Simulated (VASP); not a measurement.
# Ta2Si (I4/mcm) in VASP: a series of runs, part 2 of 3

VASP 6.6.1. The steps go on from the part before.

## (4) Single point, PBEsol (strain +0.080 along x and y, +0.040 along z)

INCAR reads:

```
SYSTEM = Ta2Si
ALGO = Fast
EDIFF = 1E-6
ENCUT = 520
GGA = PS
ISIF = 2
ISMEAR = 0
LASPH = .TRUE.
LCHARG = .FALSE.
LREAL = .FALSE.
LWAVE = .FALSE.
NBANDS = 35
NELM = 60
PREC = Accurate
SIGMA = 0.15
```

KPOINTS reads:

```
k-points
0
G
  12 12 12
  0 0 0
```

POSCAR reads:

```
Ta2Si
1.0
   -3.3138468571      3.3138468571      2.6206953359
    3.3138468571     -3.3138468571      2.6206953359
    3.3138468571      3.3138468571     -2.6206953359
Ta Si
4 2
Direct
    0.6630661939      0.8369338061      0.5000000000
    0.8369338061      0.3369338061      0.1738676123
    0.3369338061      0.1630661939      0.5000000000
    0.1630661939      0.6630661939      0.8261323878
    0.2500000000      0.2500000000      0.0000000000
    0.7500000000      0.7500000000      0.0000000000
```

Potentials or basis: VASP PAW PBE potentials, release 64 (Ta_pv, Si).

Run with:

```
cat potpaw_PBE.64/Ta_pv/POTCAR potpaw_PBE.64/Si/POTCAR > POTCAR
mpirun -np 1 vasp_std > vasp.out
```

OUTCAR:

```text
SYSTEM = Ta2Si
   EDIFF = 1E-6
   ENCUT = 520
   GGA = PS
   ISIF = 2
   ISMEAR = 0
   LASPH = .TRUE.
   LREAL = .FALSE.
   NELM = 60
   PREC = Accurate

 ion  position               nearest neighbor table
   1  0.663  0.837  0.500-   5 2.81   6 2.81   6 2.81   5 2.81   3 3.06   3 3.09   3 3.09   2 3.40
                             2 3.40   4 3.40   4 3.40   2 3.51   4 3.51   4 3.51   2 3.51
   2  0.837  0.337  0.174-   6 2.81   5 2.81   5 2.81   6 2.81   4 3.06   4 3.09   4 3.09   1 3.40
                             3 3.40   3 3.40   1 3.40   1 3.51   3 3.51   3 3.51   1 3.51
   3  0.337  0.163  0.500-   6 2.81   5 2.81   5 2.81   6 2.81   1 3.06   1 3.09   1 3.09   2 3.40
                             2 3.40   4 3.40   4 3.40   2 3.51   4 3.51   4 3.51   2 3.51
   4  0.163  0.663  0.826-   6 2.81   5 2.81   5 2.81   6 2.81   2 3.06   2 3.09   2 3.09   3 3.40
                             1 3.40   1 3.40   3 3.40   3 3.51   1 3.51   1 3.51   3 3.51
   5  0.250  0.250  0.000-   6 2.62   6 2.62   4 2.81   1 2.81   3 2.81   4 2.81   1 2.81   3 2.81
                             2 2.81   2 2.81
   6  0.750  0.750  0.000-   5 2.62   5 2.62   4 2.81   3 2.81   1 2.81   3 2.81   4 2.81   1 2.81
                             2 2.81   2 2.81

  LATTYP: Found a body centered tetragonal cell.
 ALAT       =     6.6276937142
 C/A-ratio  =     0.7908317580

  Lattice vectors:

 A1 = (  -3.3138468571,   3.3138468571,   2.6206953359)
 A2 = (   3.3138468571,  -3.3138468571,   2.6206953359)
 A3 = (   3.3138468571,   3.3138468571,  -2.6206953359)

Analysis of symmetry for initial positions (statically):
=====================================================================
 Subroutine PRICEL returns:
 Original cell was already a primitive cell.

 Routine SETGRP: Setting up the symmetry group for a
 body centered tetragonal supercell.

 Subroutine GETGRP returns: Found 16 space group operations
 (whereof  8 operations were pure point group operations)
 out of a pool of 16 trial point group operations.

The static configuration has the point symmetry C_4h.
 The point group associated with its full space group is D_4h.

Analysis of symmetry for dynamics (positions and initial velocities):
=====================================================================
 Subroutine PRICEL returns:
 Original cell was already a primitive cell.

 Routine SETGRP: Setting up the symmetry group for a
 body centered tetragonal supercell.

 Subroutine GETGRP returns: Found 16 space group operations
 (whereof  8 operations were pure point group operations)
 out of a pool of 16 trial point group operations.

The dynamic configuration has the point symmetry C_4h.
 The point group associated with its full space group is D_4h.

 Subroutine INISYM returns: Found 16 space group operations
 (whereof  8 operations are pure point group operations),
 and found     1 'primitive' translations

----------------------------------------------------------------------------------------

                                     Primitive cell

  volume of cell :     115.1175

  direct lattice vectors                    reciprocal lattice vectors
    -3.313846857  3.313846857  2.620695336     0.000000000  0.150882048  0.190789060
     3.313846857 -3.313846857  2.620695336     0.150882048  0.000000000  0.190789060
     3.313846857  3.313846857 -2.620695336     0.150882048  0.150882048  0.000000000

  length of vectors
[... 69 lines left out ...]
  0.500000  0.166667  0.000000     16.000000
 -0.416667  0.166667  0.000000     16.000000
 [... further k-points ...]
   k-points           NKPTS =    163   k-points in BZ     NKDIM =    163   number of bands    NBANDS=     35
   number of dos      NEDOS =    301   number of ions     NIONS =      6
   total plane-waves  NPLWV =  64000
   dimension x,y,z NGX =    40 NGY =   40 NGZ =   40
   dimension x,y,z NGXF=    80 NGYF=   80 NGZF=   80
   ions per type =               4   2
   NGX,Y,Z   is equivalent  to a cutoff of  12.38, 12.38, 12.38 a.u.
   NGXF,Y,Z  is equivalent  to a cutoff of  24.77, 24.77, 24.77 a.u.
 SYSTEM =  Ta2Si
   PREC   = accura    normal or accurate (medium, high low for compatibility)
   ISTART =      0    job   : 0-new  1-cont  2-samecut
   ICHARG =      2    charge: 1-file 2-atom 10-const
   ISPIN  =      1    spin polarized calculation?
   LNONCOLLINEAR =      F non collinear calculations
   LSORBIT =      F    spin-orbit coupling
   LASPH  =      T    aspherical Exc in radial PAW
   ENCUT  =  520.0 eV  38.22 Ry    6.18 a.u.   9.98  9.98  9.98*2*pi/ulx,y,z
   NELM   =     60;   NELMIN=  2; NELMDL= -5     # of ELM steps
   EDIFF  = 0.1E-05   stopping-criterion for ELM
   LREAL  =      F    real-space projection
   EDIFFG = 0.1E-04   stopping-criterion for IOM
   NSW    =      0    number of steps for IOM
   IBRION =     -1    ionic relax: 0-MD 1-quasi-New 2-CG
   NFREE  =      0    steps in history (QN), initial steepest desc. (CG)
   ISIF   =      2    stress and relaxation
   ISYM   =      2    0-nonsym 1-usesym 2-fastsym
   POTIM  = 0.5000    time-step for ionic-motion
   TEBEG  =    0.0;   TEEND  =   0.0 temperature during run
   PSTRESS=    0.0 pullay stress
   NELECT =      52.0000    total number of electrons
   NUPDOWN=      -1.0000    fix difference up-down
   EMIN   =  10.00;   EMAX   =-10.00  energy-range for DOS
   EFERMI =   0.00;   METHOD = LEGACY
   ISMEAR =     0;   SIGMA  =   0.15  broadening in eV -4-tet -1-fermi 0-gaus
   EFERMI_NEDOS =   21; number of points for ismear=-14 and -15
   IALGO  =     68    algorithm
   IMIX   =      4    mixing-type and parameters
     AMIX     =   0.40;   BMIX     =  1.00
     AMIX_MAG =   1.60;   BMIX_MAG =  1.00
  volume/ion in A,a.u.               =      19.19       129.48
  Fermi-wavevector in a.u.,A,eV,Ry     =   1.256113  2.373710 21.467553  1.577821
  Thomas-Fermi vector in A             =   2.389837
   LORBIT       =      0    0 simple, 1 ext, 2 COOP (PROOUT), +10 PAW based schemes
   GGA     = PS    functional components
   LHFCALC =     F    Hartree Fock is set to
   AEXX    =    0.0000 exact exchange contribution
   IVDW    =     0    specifies the selected vdW correction
   LEPSILON=     F    determine dielectric tensor
   LRPA    =     F    only Hartree local field effects (RPA)
 non-spin polarized calculation
 RMM-DIIS sequential band-by-band and
 Gauss-broadening in eV      SIGMA  =   0.15
  energy-cutoff  :      520.00
  volume of cell :      115.12
 maximum number of plane-waves:      3154
   NGX = 19   NGY = 19   NGZ = 19

 number of electron      52.0000000 magnetization

 Free energy of the ion-electron system (eV)
  ---------------------------------------------------
  ext. energy  EPLUGINS =         0.00000000
  ---------------------------------------------------
  free energy    TOTEN  =       -63.08624097 eV

  energy without entropy =      -63.04083559  energy(sigma->0) =      -63.06353828

 E-fermi :   5.8419     XC(G=0): -11.6746

 val. band max:        5.8391155049   @ k =  -0.3333   0.1667   0.0000
 cond. band min:       5.8449678058   @ k =  -0.3333   0.1667   0.0833
 fundamental gap:      0.0058523009
 Fermi energy:         5.8419053337

 k-point     1 :       0.0000    0.0000    0.0000
  band No.  band energies     occupation
      1     -29.0837      2.00000
      2     -29.0837      2.00000
      3     -29.0262      2.00000
      4     -28.9965      2.00000
      5     -28.9844      2.00000
      6     -28.9760      2.00000
[... 901 lines left out ...]
     34       8.7340      0.00000
     35       8.9565      0.00000

 [... further k-points ...]

------------------------ aborting loop because EDIFF is reached ----------------------------------------

  FORCE on cell =-STRESS in cart. coord.  units (eV):
  Direction    XX          YY          ZZ          XY          YZ          ZX
  --------------------------------------------------------------------------------------
  -------------------------------------------------------------------------------------
  Total      -22.5187097    -22.5187097    -18.4854832      0.0000000      0.0000000      0.0000000
  in kB     -313.4098846   -313.4098846   -257.2764259      0.0000000      0.0000000      0.0000000
  external PRESSURE =    -294.6987317 kB  Pullay stress =       0.0000000 kB

 VOLUME and BASIS-vectors are now :
 -----------------------------------------------------------------------------
  energy-cutoff  :      520.00
  volume of cell :      115.12
      direct lattice vectors                 reciprocal lattice vectors
    -3.313846857  3.313846857  2.620695336     0.000000000  0.150882048  0.190789060
     3.313846857 -3.313846857  2.620695336     0.150882048  0.000000000  0.190789060
     3.313846857  3.313846857 -2.620695336     0.150882048  0.150882048  0.000000000

 POSITION                                       TOTAL-FORCE (eV/Angst)
 -----------------------------------------------------------------------------------
      2.23309      1.08075      2.62070        -0.189815      0.189815     -0.000000
     -1.08075      2.23309      2.62070        -0.189815     -0.189815     -0.000000
      1.08075      2.23309      0.00000         0.189815     -0.189815      0.000000
      4.39460      1.08075      0.00000         0.189815      0.189815      0.000000
      0.00000      0.00000      1.31035        -0.000000     -0.000000     -0.000000
      0.00000      0.00000      3.93104        -0.000000     -0.000000     -0.000000
 -----------------------------------------------------------------------------------
    total drift:                               -0.000000     -0.000000      0.000000

  FREE ENERGIE OF THE ION-ELECTRON SYSTEM (eV)
  ---------------------------------------------------
  free  energy   TOTEN  =       -63.0862409737 eV

  energy  without entropy=      -63.0408355905  energy(sigma->0) =      -63.06353828
```

OSZICAR:

```text
N       E                     dE             d eps       ncg     rms          rms(c)
DAV:   1     0.430534102550E+03    0.43053E+03   -0.27595E+04 11418   0.145E+03
DAV:   2    -0.474375311756E+02   -0.47797E+03   -0.46614E+03 12657   0.407E+02
DAV:   3    -0.667941433099E+02   -0.19357E+02   -0.18833E+02 14951   0.716E+01
DAV:   4    -0.672558296332E+02   -0.46169E+00   -0.45690E+00 14564   0.101E+01
DAV:   5    -0.672669886990E+02   -0.11159E-01   -0.11134E-01 14863   0.144E+00    0.227E+01
RMM:   6    -0.634270892482E+02    0.38399E+01   -0.83451E+00 12287   0.123E+01    0.950E+00
RMM:   7    -0.631116299915E+02    0.31546E+00   -0.59353E+00 13482   0.886E+00    0.157E+00
RMM:   8    -0.630760860629E+02    0.35544E-01   -0.49635E-01 14258   0.285E+00    0.124E+00
RMM:   9    -0.630852598521E+02   -0.91738E-02   -0.16611E-01 15192   0.138E+00    0.516E-01
RMM:  10    -0.630869990262E+02   -0.17392E-02   -0.46569E-02 15102   0.640E-01    0.275E-01
RMM:  11    -0.630862616904E+02    0.73734E-03   -0.88945E-03 14636   0.411E-01    0.153E-01
RMM:  12    -0.630861919871E+02    0.69703E-04   -0.27307E-03 15271   0.186E-01    0.637E-02
RMM:  13    -0.630862302261E+02   -0.38239E-04   -0.66040E-04 16442   0.998E-02    0.274E-02
RMM:  14    -0.630862390406E+02   -0.88145E-05   -0.11263E-04 15620   0.438E-02    0.145E-02
RMM:  15    -0.630862403467E+02   -0.13061E-05   -0.33263E-05 16281   0.246E-02    0.257E-03
RMM:  16    -0.630862409737E+02   -0.62705E-06   -0.61016E-06 12259   0.115E-02
   1 F= -.63086241E+02 E0= -.63063538E+02  d E =-.454054E-01
```

stdout:

```text
POSCAR found type information on POSCAR TaSi
 POSCAR found :  2 types and       6 ions
 scaLAPACK will be used
 -----------------------------------------------------------------------------
|                                                                             |
|                                                                             |
|     You enforced a specific xc type in the INCAR file but a different       |
|     I HOPE YOU KNOW WHAT YOU ARE DOING!                                     |
|                                                                             |
 -----------------------------------------------------------------------------

 LDA part: xc-table for (Slater+PW92), standard interpolation
 POSCAR, INCAR and KPOINTS ok, starting setup
 FFT: planning ... GRIDC
 FFT: planning ... GRID_SOFT
 FFT: planning ... GRID
 WAVECAR not read
 entering main loop
```

Run time: 6.3 min. Hardware: 1 thread of Intel Xeon 6975P-C (Granite Rapids), shared host; peak memory 0.61 GiB.

What came out:

```
Free energy            : -63.0862 eV
Pressure               : -29.5 GPa
Largest force          : 0.268 eV/Å
Band gap on the k mesh : zero (bands 26 and 27 overlap by 0.85 eV)
```

Forces on the atoms (eV/Å):
```
Ta  -0.190  0.190  0.000
Ta  -0.190 -0.190  0.000
Ta   0.190 -0.190  0.000
Ta   0.190  0.190  0.000
Si   0.000  0.000  0.000
Si   0.000  0.000  0.000
```

Stress tensor (GPa, compression positive):
```
-31.34   0.00   0.00
  0.00 -31.34   0.00
  0.00   0.00 -25.73
```

Levels at points of the mesh, in eV from the Fermi level:
```tsv
k point	band 23	band 24	band 25	band 26	band 27	band 28	band 29	band 30
(0.00, 0.00, 0.00)	-1.90	-1.90	0.23	0.46	0.74	0.92	0.92	1.13
(0.50, 0.00, 0.00)	-1.53	-1.53	-1.01	-1.01	0.64	0.64	1.47	1.47
(0.50, 0.50, 0.00)	-1.55	-1.49	-0.11	0.01	0.15	0.58	1.12	1.55
(0.50, 0.50, 0.50)	-0.98	-0.89	-0.89	-0.79	-0.15	0.19	0.60	0.60
```

Caveat: the cell differs from its parent crystal (strain +0.080 along x and y, +0.040 along z); the cell stands under tension; the PAW data sets were made with another functional, which shifts forces and pressure a little; spin-orbit coupling is left out, which moves the levels of the heavy elements.

(Continued in part 3 of 3.)
